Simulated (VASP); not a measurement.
# Ru (P6_3/mmc) in VASP: further runs

Runs on Ru. Level: PBE. Tasks: single point.

All numbers are computed with VASP 6.6.1; they aren't measurements. Logs are shortened: lines on timing, memory, paths and dates and some standing lists are left out, and cuts for length are marked.

### Step 1. The cell of the first run

The structure is hexagonal, space group P6_3/mmc (No. 194). Conventional cell: a = 2.728 Å, b = 2.728 Å, c = 4.317 Å, α = 90.00°, β = 90.00°, γ = 120.00°. Ru (site symmetry -6m2) has 12 Ru at 2.67 to 2.73 Å within 3.5 Å.

### Step 2. Single point, PBE

INCAR reads:

```
SYSTEM = Ru
PREC = Accurate
ENCUT = 520
EDIFF = 1E-6
ISMEAR = 1
SIGMA = 0.05
LREAL = .FALSE.
LASPH = .TRUE.
NELM = 100
ALGO = Normal
ISIF = 2
LWAVE = .FALSE.
LCHARG = .TRUE.
GGA = PE
LELF = .TRUE.
LVHAR = .TRUE.
NBANDS = 21
```

KPOINTS reads:

```
Automatic mesh
0
G
  12 12 7
  0 0 0
```

POSCAR reads:

```
Ru
1.0
    2.7281629976      0.0000000000      0.0000000000
   -1.3640814988      2.3626584640      0.0000000000
    0.0000000000      0.0000000000      4.3172892082
Ru
2
Direct
    0.3333333333      0.6666666667      0.2500000000
    0.6666666667      0.3333333333      0.7500000000
```

Potentials or basis: VASP PAW PBE potentials, release 64 (Ru_pv).

The run is started by

```console
cat potpaw_PBE.64/Ru_pv/POTCAR > POTCAR
mpirun -np 1 vasp_std > vasp.out
```

OUTCAR:

```text
SYSTEM = Ru
   PREC = Accurate
   ENCUT = 520
   EDIFF = 1E-6
   ISMEAR = 1
   LREAL = .FALSE.
   LASPH = .TRUE.
   NELM = 100
   ISIF = 2
   GGA = PE

 ion  position               nearest neighbor table
   1  0.333  0.667  0.250-   2 2.67   2 2.67   2 2.67   2 2.67   2 2.67   2 2.67
   2  0.667  0.333  0.750-   1 2.67   1 2.67   1 2.67   1 2.67   1 2.67   1 2.67

  LATTYP: Found a hexagonal cell.
 ALAT       =     2.7281629976
 C/A-ratio  =     1.5824894671

  Lattice vectors:

 A1 = (   2.7281629976,   0.0000000000,   0.0000000000)
 A2 = (  -1.3640814988,   2.3626584640,   0.0000000000)
 A3 = (   0.0000000000,   0.0000000000,   4.3172892082)

Analysis of symmetry for initial positions (statically):
=====================================================================
 Subroutine PRICEL returns:
 Original cell was already a primitive cell.

 Routine SETGRP: Setting up the symmetry group for a
 hexagonal supercell.

 Subroutine GETGRP returns: Found 24 space group operations
 (whereof 12 operations were pure point group operations)
 out of a pool of 24 trial point group operations.

The static configuration has the point symmetry D_3d.
 The point group associated with its full space group is D_6h.

Analysis of symmetry for dynamics (positions and initial velocities):
=====================================================================
 Subroutine PRICEL returns:
 Original cell was already a primitive cell.

 Routine SETGRP: Setting up the symmetry group for a
 hexagonal supercell.

 Subroutine GETGRP returns: Found 24 space group operations
 (whereof 12 operations were pure point group operations)
 out of a pool of 24 trial point group operations.

The dynamic configuration has the point symmetry D_3d.
 The point group associated with its full space group is D_6h.

 Subroutine INISYM returns: Found 24 space group operations
 (whereof 12 operations are pure point group operations),
 and found     1 'primitive' translations

----------------------------------------------------------------------------------------

                                     Primitive cell

  volume of cell :      27.8280

  direct lattice vectors                    reciprocal lattice vectors
     2.728162998  0.000000000  0.000000000     0.366547014  0.211626017  0.000000000
    -1.364081499  2.362658464  0.000000000     0.000000000  0.423252034  0.000000000
     0.000000000  0.000000000  4.317289208     0.000000000  0.000000000  0.231626827

  length of vectors
     2.728162998  2.728163000  4.317289208     0.423252034  0.423252034  0.231626827

  position of ions in fractional coordinates (direct lattice)
     0.333333333  0.666666667  0.250000000
     0.666666667  0.333333333  0.750000000

  ion indices of the primitive-cell ions
   primitive index   ion index
                 1           1
                 2           2

----------------------------------------------------------------------------------------

 KPOINTS: Automatic mesh

Automatic generation of k-mesh.
 Grid dimensions read from file:
 generate k-points for:   12   12    7

 Generating k-lattice:

  Cartesian coordinates                     Fractional coordinates (reciprocal lattice)
     0.030545584  0.017635501  0.000000000     0.083333333 -0.000000000  0.000000000
     0.000000000  0.035271003  0.000000000     0.000000000  0.083333333  0.000000000
     0.000000000  0.000000000  0.033089547     0.000000000  0.000000000  0.142857143

  Length of vectors
     0.035271003  0.035271003  0.033089547

  Shift w.r.t. Gamma in fractional coordinates (k-lattice)
     0.000000000  0.000000000  0.000000000

 Subroutine IBZKPT returns following result:
 ===========================================

 Found     76 irreducible k-points:

 Following reciprocal coordinates:
            Coordinates               Weight
  0.000000  0.000000  0.000000      1.000000
  0.083333 -0.000000  0.000000      6.000000
  0.166667 -0.000000  0.000000      6.000000
  0.250000  0.000000  0.000000      6.000000
  0.333333 -0.000000  0.000000      6.000000
  0.416667  0.000000  0.000000      6.000000
[... 16 lines left out ...]
  0.250000  0.000000  0.142857     12.000000
  0.333333 -0.000000  0.142857     12.000000
 [... further k-points ...]
   k-points           NKPTS =     76   k-points in BZ     NKDIM =     76   number of bands    NBANDS=     21
   number of dos      NEDOS =    301   number of ions     NIONS =      2
   total plane-waves  NPLWV =  12800
   dimension x,y,z NGX =    20 NGY =   20 NGZ =   32
   dimension x,y,z NGXF=    40 NGYF=   40 NGZF=   64
   ions per type =               2
   NGX,Y,Z   is equivalent  to a cutoff of  12.19, 12.19, 12.32 a.u.
   NGXF,Y,Z  is equivalent  to a cutoff of  24.37, 24.37, 24.64 a.u.
 SYSTEM =  Ru
   PREC   = accura    normal or accurate (medium, high low for compatibility)
   ISTART =      0    job   : 0-new  1-cont  2-samecut
   ICHARG =      2    charge: 1-file 2-atom 10-const
   ISPIN  =      1    spin polarized calculation?
   LNONCOLLINEAR =      F non collinear calculations
   LSORBIT =      F    spin-orbit coupling
   LASPH  =      T    aspherical Exc in radial PAW
   ENCUT  =  520.0 eV  38.22 Ry    6.18 a.u.   5.07  5.07  8.03*2*pi/ulx,y,z
   NELM   =    100;   NELMIN=  2; NELMDL= -5     # of ELM steps
   EDIFF  = 0.1E-05   stopping-criterion for ELM
   LREAL  =      F    real-space projection
   EDIFFG = 0.1E-04   stopping-criterion for IOM
   NSW    =      0    number of steps for IOM
   IBRION =     -1    ionic relax: 0-MD 1-quasi-New 2-CG
   NFREE  =      0    steps in history (QN), initial steepest desc. (CG)
   ISIF   =      2    stress and relaxation
   ISYM   =      2    0-nonsym 1-usesym 2-fastsym
   POTIM  = 0.5000    time-step for ionic-motion
   TEBEG  =    0.0;   TEEND  =   0.0 temperature during run
   PSTRESS=    0.0 pullay stress
   NELECT =      28.0000    total number of electrons
   NUPDOWN=      -1.0000    fix difference up-down
   EMIN   =  10.00;   EMAX   =-10.00  energy-range for DOS
   EFERMI =   0.00;   METHOD = LEGACY
   ISMEAR =     1;   SIGMA  =   0.05  broadening in eV -4-tet -1-fermi 0-gaus
   EFERMI_NEDOS =   21; number of points for ismear=-14 and -15
   IALGO  =     38    algorithm
   IMIX   =      4    mixing-type and parameters
     AMIX     =   0.40;   BMIX     =  1.00
     AMIX_MAG =   1.60;   BMIX_MAG =  1.00
  volume/ion in A,a.u.               =      13.91        93.90
  Fermi-wavevector in a.u.,A,eV,Ry     =   1.640464  3.100027 36.614940  2.691122
  Thomas-Fermi vector in A             =   2.731098
   LORBIT       =      0    0 simple, 1 ext, 2 COOP (PROOUT), +10 PAW based schemes
   GGA     = PE    functional components
   LHFCALC =     F    Hartree Fock is set to
   AEXX    =    0.0000 exact exchange contribution
   IVDW    =     0    specifies the selected vdW correction
   LEPSILON=     F    determine dielectric tensor
   LRPA    =     F    only Hartree local field effects (RPA)
 non-spin polarized calculation
 Methfessel and Paxton  Order N= 1 SIGMA  =   0.05
  energy-cutoff  :      520.00
  volume of cell :       27.83
 maximum number of plane-waves:       765
   NGX = 11   NGY = 11   NGZ = 17

 number of electron      28.0000015 magnetization

 Free energy of the ion-electron system (eV)
  ---------------------------------------------------
  ext. energy  EPLUGINS =         0.00000000
  ---------------------------------------------------
  free energy    TOTEN  =       -18.47322236 eV

  energy without entropy =      -18.47338195  energy(sigma->0) =      -18.47327556

 E-fermi :  12.4317     XC(G=0): -13.9693

 val. band max:       12.4247172471   @ k =   0.3333   0.1667   0.2857
 cond. band min:      12.4487676772   @ k =   0.3333   0.0833   0.2857
 fundamental gap:      0.0240504301
 Fermi energy:        12.4317471563

 k-point     1 :       0.0000    0.0000    0.0000
  band No.  band energies     occupation
      1     -31.1607      2.00000
      2     -30.3127      2.00000
      3     -30.3127      2.00000
      4     -30.1552      2.00000
      5     -30.1552      2.00000
      6     -30.1069      2.00000
[... 13 lines left out ...]
     20      22.8318      0.00000
     21      22.8393      0.00000

 k-point     2 :       0.0833   -0.0000    0.0000
  band No.  band energies     occupation
      1     -31.1389      2.00000
      2     -30.3586      2.00000
      3     -30.3282      2.00000
      4     -30.2031      2.00000
      5     -30.1616      2.00000
      6     -30.1170      2.00000
[... 13 lines left out ...]
     20      22.8318      0.00000
     21      22.8387      0.00000

 k-point     3 :       0.1667   -0.0000    0.0000
  band No.  band energies     occupation
      1     -31.0766      2.00000
      2     -30.4841      2.00000
      3     -30.3692      2.00000
      4     -30.3316      2.00000
      5     -30.1802      2.00000
      6     -30.1476      2.00000
[... 13 lines left out ...]
     20      22.8318      0.00000
     21      22.8370      0.00000

 k-point     4 :       0.2500    0.0000    0.0000
  band No.  band energies     occupation
      1     -30.9824      2.00000
      2     -30.6557      2.00000
      3     -30.5012      2.00000
      4     -30.4231      2.00000
      5     -30.2074      2.00000
      6     -30.1982      2.00000
[... 13 lines left out ...]
     20      22.8317      0.00000
     21      22.8352      0.00000

 k-point     5 :       0.3333   -0.0000    0.0000
  band No.  band energies     occupation
      1     -30.8710      2.00000
      2     -30.8272      2.00000
      3     -30.6649      2.00000
      4     -30.4750      2.00000
      5     -30.2658      2.00000
      6     -30.2359      2.00000
[... 13 lines left out ...]
     20      22.8303      0.00000
     21      22.8321      0.00000

 k-point     6 :       0.4167    0.0000    0.0000
  band No.  band energies     occupation
      1     -30.9525      2.00000
      2     -30.7813      2.00000
      3     -30.7666      2.00000
      4     -30.5121      2.00000
      5     -30.3380      2.00000
      6     -30.2575      2.00000
[... 13 lines left out ...]
     20      22.8314      0.00000
     21      22.9515      0.00000

 k-point     7 :       0.5000    0.0000    0.0000
  band No.  band energies     occupation
      1     -30.9982      2.00000
      2     -30.8232      2.00000
      3     -30.7173      2.00000
      4     -30.5255      2.00000
      5     -30.3755      2.00000
      6     -30.2655      2.00000
[... 13 lines left out ...]
     20      22.8310      0.00000
     21      23.2586      0.00000
[... 291 lines left out ...]
      1     -31.1110      2.00000
      2     -30.3049      2.00000
      3     -30.3049      2.00000
      4     -30.1631      2.00000
      5     -30.1631      2.00000
      6     -30.1618      2.00000
[... 13 lines left out ...]
     20      22.8318      0.00000
     21      23.3818      0.00000

 k-point    21 :       0.0833   -0.0000    0.1429
  band No.  band energies     occupation
      1     -31.0922      2.00000
      2     -30.3494      2.00000
      3     -30.3200      2.00000
      4     -30.2318      2.00000
      5     -30.1699      2.00000
      6     -30.1491      2.00000
[... 13 lines left out ...]
     20      22.8318      0.00000
     21      23.3779      0.00000

 k-point    22 :       0.1667   -0.0000    0.1429
  band No.  band energies     occupation
      1     -31.0399      2.00000
      2     -30.4699      2.00000
      3     -30.3651      2.00000
      4     -30.3600      2.00000
      5     -30.1897      2.00000
      6     -30.1681      2.00000
[... 13 lines left out ...]
     20      22.8317      0.00000
     21      23.3856      0.00000

 k-point    23 :       0.2500    0.0000    0.1429
  band No.  band energies     occupation
      1     -30.9701      2.00000
      2     -30.6271      2.00000
      3     -30.5332      2.00000
      4     -30.4126      2.00000
      5     -30.2182      2.00000
      6     -30.2082      2.00000
[... 13 lines left out ...]
     20      22.8317      0.00000
     21      23.5038      0.00000

 k-point    24 :       0.3333   -0.0000    0.1429
  band No.  band energies     occupation
      1     -30.9389      2.00000
      2     -30.7456      2.00000
      3     -30.6794      2.00000
      4     -30.4634      2.00000
      5     -30.2643      2.00000
      6     -30.2480      2.00000
[... 13 lines left out ...]
     20      22.8316      0.00000
     21      23.7113      0.00000

 [... further k-points ...]
[... 5 lines left out ...]
  --------------------------------------------------------------------------------------
  -------------------------------------------------------------------------------------
  Total       -0.6093718     -0.6093718     -0.6169990      0.0000000     -0.0000000      0.0000000
  in kB      -35.0841140    -35.0841140    -35.5232441      0.0000000     -0.0000000      0.0000000
  external PRESSURE =     -35.2304907 kB  Pullay stress =       0.0000000 kB

 VOLUME and BASIS-vectors are now :
 -----------------------------------------------------------------------------
  energy-cutoff  :      520.00
  volume of cell :       27.83
      direct lattice vectors                 reciprocal lattice vectors
     2.728162998  0.000000000  0.000000000     0.366547014  0.211626017  0.000000000
    -1.364081499  2.362658464  0.000000000     0.000000000  0.423252034  0.000000000
     0.000000000  0.000000000  4.317289208     0.000000000  0.000000000  0.231626827

 POSITION                                       TOTAL-FORCE (eV/Angst)
 -----------------------------------------------------------------------------------
     -0.00000      1.57511      1.07932         0.000000     -0.000000      0.000000
      1.36408      0.78755      3.23797        -0.000000      0.000000      0.000000
 -----------------------------------------------------------------------------------
    total drift:                                0.000000     -0.000000      0.000000

  FREE ENERGIE OF THE ION-ELECTRON SYSTEM (eV)
  ---------------------------------------------------
  free  energy   TOTEN  =       -18.4732223621 eV

  energy  without entropy=      -18.4733819461  energy(sigma->0) =      -18.47327556
```

Run time: 38 s. Hardware: 1 thread of Intel Xeon Platinum 8259CL at 2.50GHz (Skylake/Cascade Lake), shared host; peak memory 0.16 GiB.

What came out:

```
Free energy            : -18.4732 eV
Pressure               : -3.5 GPa
Band gap on the k mesh : zero (band 14 reaches 13.75 eV, above the bottom of band 15 at 10.91 eV)
```

(Continued in part 2 of 2.)
